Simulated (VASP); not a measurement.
# LiF (Fm-3m) in VASP: further runs, part 2 of 2

VASP 6.6.1. The steps go on from the part before.

**4. Relaxation of cell and atoms, r2SCAN**

The input, POSCAR:

```
LiF
1.0
    0.0000000000      2.0340907776      2.0340907776
    2.0340907776      0.0000000000      2.0340907776
    2.0340907776      2.0340907776      0.0000000000
Li F
1 1
Direct
    0.0000000000      0.0000000000      0.0000000000
    0.5000000000      0.5000000000      0.5000000000
```

The input, INCAR.step1:

```
ALGO     = Normal         # electronic algorithm
EDIFF    = 1E-4           # SCF threshold, eV
ENCUT    = 600            # plane-wave cutoff, eV
GGA      = PE             # functional
ISMEAR   = -1             # smearing method
LASPH    = T              # aspherical terms in the spheres
LCHARG   = F              # write CHGCAR
LREAL    = F              # projectors in reciprocal space
LWAVE    = T              # write WAVECAR
NELM     = 100            # most SCF steps
PREC     = Accurate       # precision mode
SIGMA    = 0.02           # smearing width, eV
```

The input, INCAR.step2:

```
ALGO     = Normal         # electronic algorithm
EDIFF    = 1E-6           # SCF threshold, eV
EDIFFG   = -0.005         # ionic threshold
ENCUT    = 600            # plane-wave cutoff, eV
IBRION   = 2              # ionic algorithm
ISIF     = 3              # what is computed and relaxed
ISMEAR   = -1             # smearing method
ISTART   = 1            
LASPH    = T              # aspherical terms in the spheres
LCHARG   = F              # write CHGCAR
LMIXTAU  = T            
LREAL    = F              # projectors in reciprocal space
LWAVE    = F              # write WAVECAR
METAGGA  = R2SCAN         # meta-GGA
NELM     = 100            # most SCF steps
NSW      = 80             # ionic steps
PREC     = Accurate       # precision mode
SIGMA    = 0.02           # smearing width, eV
```

The input, KPOINTS:

```
k-points
0
Gamma
  10 10 10
```

Potentials or basis: VASP PAW PBE potentials, release 64 (Li_sv, F).

Launch:

```bash
$ cat potpaw_PBE.64/Li_sv/POTCAR potpaw_PBE.64/F/POTCAR > POTCAR
$ cp INCAR.step1 INCAR
$ mpirun -np 1 vasp_std > vasp.out
$ cp INCAR.step2 INCAR
$ mpirun -np 1 vasp_std > vasp.out
```

OUTCAR:

```text
EDIFF = 1E-6
   EDIFFG = -0.005
   ENCUT = 600
   IBRION = 2
   ISIF = 3
   ISMEAR = -1
   ISTART = 1
   LASPH = T
   LREAL = F
   METAGGA = R2SCAN
   NELM = 100
   NSW = 80
   PREC = Accurate

 ion  position               nearest neighbor table
   1  0.000  0.000  0.000-   2 2.03   2 2.03   2 2.03   2 2.03   2 2.03   2 2.03
   2  0.500  0.500  0.500-   1 2.03   1 2.03   1 2.03   1 2.03   1 2.03   1 2.03

  LATTYP: Found a face centered cubic cell.
 ALAT       =     4.0681815552

  Lattice vectors:

 A1 = (   0.0000000000,   2.0340907776,   2.0340907776)
 A2 = (   2.0340907776,   0.0000000000,   2.0340907776)
 A3 = (   2.0340907776,   2.0340907776,   0.0000000000)

Analysis of symmetry for initial positions (statically):
[... 290 lines left out ...]

 E-fermi :  -0.9319     XC(G=0): -10.7651

 val. band max:       -1.3917752355   @ k =   0.0000   0.0000   0.0000
 cond. band min:       9.2879744561   @ k =   0.0000   0.0000   0.0000
 fundamental gap:     10.6797496916
 Fermi energy:        -0.9319140014

 k-point     1 :       0.0000    0.0000    0.0000
  band No.  band energies     occupation
      1     -43.3667      2.00000
      2     -22.6021      2.00000
      3      -1.3918      2.00000
      4      -1.3918      2.00000
      5      -1.3918      2.00000
      6       9.2880      0.00000
      7      24.5154      0.00000
      8      24.5154      0.00000
      9      24.5154      0.00000
[... 265 lines left out ...]
 k-point    24 :       0.4000    0.3000    0.0000
  band No.  band energies     occupation
      1     -43.2974      2.00000
      2     -22.0537      2.00000
      3      -3.8251      2.00000
      4      -2.3259      2.00000
      5      -2.2098      2.00000
      6      13.3043      0.00000
      7      16.7519      0.00000
      8      19.2786      0.00000
      9      20.9017      0.00000

 [... further k-points ...]
[... 5 lines left out ...]
  --------------------------------------------------------------------------------------
  -------------------------------------------------------------------------------------
  Total        0.0001757      0.0001757      0.0001757     -0.0000000     -0.0000000      0.0000000
  in kB        0.0179564      0.0179564      0.0179564     -0.0000000     -0.0000000      0.0000000
  external PRESSURE =       0.0179564 kB  Pullay stress =       0.0000000 kB
[... 17 lines left out ...]
  FREE ENERGIE OF THE ION-ELECTRON SYSTEM (eV)
  ---------------------------------------------------
  free  energy   TOTEN  =       -11.9138652855 eV

  energy  without entropy=      -11.9138652855  energy(sigma->0) =      -11.91386529

 reached required accuracy - stopping structural energy minimisation
```

OSZICAR.step1:

```text
N       E                     dE             d eps       ncg     rms          rms(c)
DAV:   1     0.380209692891E+02    0.38021E+02   -0.61880E+03   855   0.126E+03
DAV:   2    -0.887676206153E+01   -0.46898E+02   -0.45828E+02   932   0.224E+02
DAV:   3    -0.101346346866E+02   -0.12579E+01   -0.12533E+01  1065   0.360E+01
DAV:   4    -0.101535077471E+02   -0.18873E-01   -0.18868E-01  1156   0.436E+00
DAV:   5    -0.101536440567E+02   -0.13631E-03   -0.13631E-03  1094   0.244E-01    0.454E+00
DAV:   6    -0.963259215465E+01    0.52105E+00   -0.28619E+00   872   0.131E+01    0.144E+00
DAV:   7    -0.963635755478E+01   -0.37654E-02   -0.18462E-02  1083   0.158E+00    0.867E-01
DAV:   8    -0.964312716893E+01   -0.67696E-02   -0.17284E-02  1185   0.176E+00    0.105E-01
DAV:   9    -0.964321273686E+01   -0.85568E-04   -0.83604E-04   949   0.325E-01
   1 F= -.96432127E+01 E0= -.96432127E+01  d E =-.719624E-13
```

Wall time 57 s (1 thread of AMD EPYC 9R45 (Zen 5), shared host); peak memory 0.11 GiB.

Results:

- Free energy: -11.9139 eV
- Relaxed volume: 7.84 Å³/atom
- Relaxed cell: a = 2.809 Å, b = 2.809 Å, c = 2.809 Å, α = 60.00°, β = 60.00°, γ = 60.00°
- Space group after relaxing (to 0.05 Å): Fm-3m (No. 225)
- Energy gained by relaxing: 10.3 meV/atom
- Ionic steps: 4
- Pressure after relaxing: 0.0 GPa
- Band gap on the k mesh: 10.68 eV, direct

Step by step:
| step | energy change (eV) | largest force (eV/Å) | pressure (GPa) | volume (Å³) |
| --- | --- | --- | --- | --- |
| 1 | 0.0000 | 0.0000 | -5.04 | 16.83 |
| 2 | -0.0158 | 0.0000 | -2.72 | 16.20 |
| 3 | -0.0205 | 0.0000 | -0.16 | 15.70 |
| 4 | -0.0205 | 0.0000 | 0.00 | 15.68 |

Final structure:
```yaml
crystal:
  lattice:
    - [0.00000, 1.98641, 1.98641]
    - [1.98641, 0.00000, 1.98641]
    - [1.98641, 1.98641, 0.00000]
  atoms:
    - { symbol: Li, position: [0.00000, 0.00000, 0.00000] }
    - { symbol: F, position: [0.50000, 0.50000, 0.50000] }
```

Caveat: the cutoff is under 1.25 times the usual one of these potentials, so pressure, stress and relaxed cells hold a basis-set (Pulay) error; the PAW data sets were made with another functional, which shifts forces and pressure a little. r2SCAN opens gaps a little over a GGA but as a rule still falls short of measured ones.

**5. Single point, HSE06**

This run uses another cell than the first one, of 8.06 Å³/atom, 0.958 times its volume.

The input, POSCAR:

```
LiF
1.0
    0.0000000000      2.0053552528      2.0053552528
    2.0053552528      0.0000000000      2.0053552528
    2.0053552528      2.0053552528      0.0000000000
Li F
1 1
Direct
    0.0000000000      0.0000000000      0.0000000000
    0.5000000000      0.5000000000      0.5000000000
```

The input, INCAR.step1:

```
PREC = Accurate
ENCUT = 520
EDIFF = 1E-5
ISMEAR = -1
SIGMA = 0.02
LREAL = False
LASPH = True
NELM = 80
ALGO = Normal
ISIF = 2
LWAVE = True
LCHARG = False
NBANDS = 12
GGA = PE
```

The input, INCAR.step2:

```
PREC = Accurate
ENCUT = 520
EDIFF = 1E-7
ISMEAR = -1
SIGMA = 0.02
LREAL = False
LASPH = True
NELM = 80
ALGO = Normal
ISIF = 2
LWAVE = False
LCHARG = False
GGA = PE
LHFCALC = True
HFSCREEN = 0.2079
PRECFOCK = Normal
NBANDS = 12
ISTART = 1
```

The input, KPOINTS:

```
Automatic mesh
0
Gamma
  6 6 6
```

Launch:

```bash
$ cat potpaw_PBE.64/Li_sv/POTCAR potpaw_PBE.64/F/POTCAR > POTCAR
$ cp INCAR.step1 INCAR
$ mpirun -np 1 vasp_std > vasp.out
$ cp INCAR.step2 INCAR
$ mpirun -np 1 vasp_std > vasp.out
```

It took 2.7 min on 1 thread of AMD EPYC 9R45 (Zen 5), shared host; peak memory 0.2 GiB.

The run converged. Its results:

* Free energy: -11.3875 eV
* Band gap on the k mesh: 11.51 eV, direct

Levels at points of the mesh, in eV from the valence-band top:
```tsv
k point	band 2	band 3	band 4	band 5	band 6	band 7	band 8	band 9
(0.00, 0.00, 0.00)	-21.61	0.00	0.00	0.00	11.51	26.78	26.78	26.78
(0.50, 0.00, 0.00)	-21.15	-2.70	-0.25	-0.25	13.18	19.56	21.50	21.50
(0.50, 0.50, 0.00)	-20.86	-3.18	-1.07	-1.07	17.53	18.83	20.15	23.10
```

Caveat: the k points lie up to 0.45 Å⁻¹ apart; the cutoff is under 1.25 times the usual one of these potentials, so pressure, stress and relaxed cells hold a basis-set (Pulay) error; the PAW data sets were made with another functional, which shifts forces and pressure a little.

**6. Relaxation of cell and atoms, HSE06**

This run uses another cell than the first one, of 7.94 Å³/atom, 0.944 times its volume.

The input, POSCAR:

```
LiF
1.0
    0.0000000000      1.9951010462      1.9951010462
    1.9951010462      0.0000000000      1.9951010462
    1.9951010462      1.9951010462      0.0000000000
Li F
1 1
Direct
    0.0000000000      0.0000000000      0.0000000000
    0.5000000000      0.5000000000      0.5000000000
```

The input, INCAR.step1:

```
ALGO     = Normal         # electronic algorithm
EDIFF    = 1E-5           # SCF threshold, eV
ENCUT    = 600            # plane-wave cutoff, eV
GGA      = PE             # functional
ISMEAR   = -1             # smearing method
LASPH    = True           # aspherical terms in the spheres
LCHARG   = False          # write CHGCAR
LREAL    = False          # projectors in reciprocal space
LWAVE    = True           # write WAVECAR
NBANDS   = 12             # bands
NELM     = 60             # most SCF steps
PREC     = Accurate       # precision mode
SIGMA    = 0.02           # smearing width, eV
```

The input, INCAR.step2:

```
ALGO     = Normal         # electronic algorithm
EDIFF    = 1E-6           # SCF threshold, eV
EDIFFG   = -0.005         # ionic threshold
ENCUT    = 600            # plane-wave cutoff, eV
GGA      = PE             # functional
HFSCREEN = 0.2079         # screening, 1/A
IBRION   = 2              # ionic algorithm
ISIF     = 3              # what is computed and relaxed
ISMEAR   = -1             # smearing method
ISTART   = 1            
LASPH    = True           # aspherical terms in the spheres
LCHARG   = False          # write CHGCAR
LHFCALC  = True           # exact exchange
LREAL    = False          # projectors in reciprocal space
LWAVE    = False          # write WAVECAR
NELM     = 60             # most SCF steps
NSW      = 80             # ionic steps
PREC     = Accurate       # precision mode
PRECFOCK = Normal       
SIGMA    = 0.02           # smearing width, eV
```

The input, KPOINTS:

```
k-points
0
Gamma
  6 6 6
```

Potentials or basis: VASP PAW PBE potentials, release 64 (Li_sv, F).

Launch:

```bash
$ cat potpaw_PBE.64/Li_sv/POTCAR potpaw_PBE.64/F/POTCAR > POTCAR
$ cp INCAR.step1 INCAR
$ mpirun -np 1 vasp_std > vasp.out
$ cp INCAR.step2 INCAR
$ mpirun -np 1 vasp_std > vasp.out
```

Run time: 7.4 min. Hardware: 1 thread of AMD EPYC 9R45 (Zen 5), shared host; peak memory 0.21 GiB.

Results (log left out):

```
Free energy                            : -11.3889 eV
Relaxed volume                         : 8.02 Å³/atom
Relaxed cell                           : a = 2.831 Å, b = 2.831 Å, c = 2.831 Å, α = 60.00°, β = 60.00°, γ = 60.00°
Space group after relaxing (to 0.05 Å) : Fm-3m (No. 225)
Energy gained by relaxing              : 0.1 meV/atom
Ionic steps                            : 3
Pressure after relaxing                : -0.1 GPa
Band gap on the k mesh                 : 11.56 eV, direct
```

Step by step:
| step | energy change (eV) | largest force (eV/Å) | pressure (GPa) | volume (Å³) |
| --- | --- | --- | --- | --- |
| 1 | 0.0000 | 0.0000 | 0.59 | 15.88 |
| 2 | -0.0002 | 0.0000 | 0.34 | 15.95 |
| 3 | -0.0002 | 0.0000 | -0.07 | 16.04 |

Final structure:
```yaml
crystal:
  lattice:
    - [0.00000, 2.00179, 2.00179]
    - [2.00179, 0.00000, 2.00179]
    - [2.00179, 2.00179, 0.00000]
  atoms:
    - { symbol: Li, position: [0.00000, 0.00000, 0.00000] }
    - { symbol: F, position: [0.50000, 0.50000, 0.50000] }
```

Levels at points of the mesh, in eV from the valence-band top:
| k point | band 1 | band 2 | band 3 | band 4 | band 5 | band 6 | band 7 | band 8 | band 9 |
| --- | --- | --- | --- | --- | --- | --- | --- | --- | --- |
| (0.00, 0.00, 0.00) | -42.93 | -21.63 | 0.00 | 0.00 | 0.00 | 11.56 | 26.85 | 26.85 | 26.85 |
| (0.50, 0.00, 0.00) | -42.87 | -21.16 | -2.72 | -0.25 | -0.25 | 13.21 | 19.62 | 21.54 | 21.54 |
| (0.50, 0.50, 0.00) | -42.85 | -20.87 | -3.21 | -1.08 | -1.08 | 17.58 | 18.86 | 20.22 | 23.17 |

Caveat: the k points lie up to 0.45 Å⁻¹ apart in the final cell; the cutoff is under 1.25 times the usual one of these potentials, so pressure, stress and relaxed cells hold a basis-set (Pulay) error; the PAW data sets were made with another functional, which shifts forces and pressure a little.

**7. Summary**

```tsv
task	level	potentials or basis	cell	k mesh	cutoff (eV)	grid for exact exchange (PRECFOCK)	screening parameter	gap on the mesh (eV)	pressure (GPa)	relaxed volume (Å³/atom)
relaxation of cell and atoms	LDA	VASP PAW LDA potentials, release 64 (Li_sv, F)	relaxed from a = 2.877 Å, angles 60.0°, 2 atoms	10 × 10 × 10	600	-	-	9.79	0.0	7.39
relaxation of cell and atoms	PBE	VASP PAW PBE potentials, release 64 (Li_sv, F)	relaxed from a = 2.887 Å, angles 60.0°, 2 atoms	10 × 10 × 10	600	-	-	8.94	0.1	8.31
relaxation of cell and atoms	r2SCAN	VASP PAW PBE potentials, release 64 (Li_sv, F)	relaxed from a = 2.877 Å, angles 60.0°, 2 atoms	10 × 10 × 10	600	-	-	10.68	0.0	7.84
single point	HSE06	VASP PAW PBE potentials, release 64 (Li_sv, F)	a = 2.836 Å, angles 60.0°, 2 atoms	6 × 6 × 6	520	Normal	0.2079 1/Å	11.51	-	-
relaxation of cell and atoms	HSE06	VASP PAW PBE potentials, release 64 (Li_sv, F)	relaxed from a = 2.821 Å, angles 60.0°, 2 atoms	6 × 6 × 6	600	Normal	0.2079 1/Å	11.56	-0.1	8.02
```

Alike in all rows: no spin polarisation; smearing fermi-dirac 0.02 eV.

Caveats: some runs use coarse meshes; the cutoff is under 1.25 times the usual one of these potentials, so pressure, stress and relaxed cells hold a basis-set (Pulay) error; the PAW data sets were made with another functional, which shifts forces and pressure a little (some runs).

Total energies depend on the potentials used, so only differences within one code and one set of settings carry meaning.
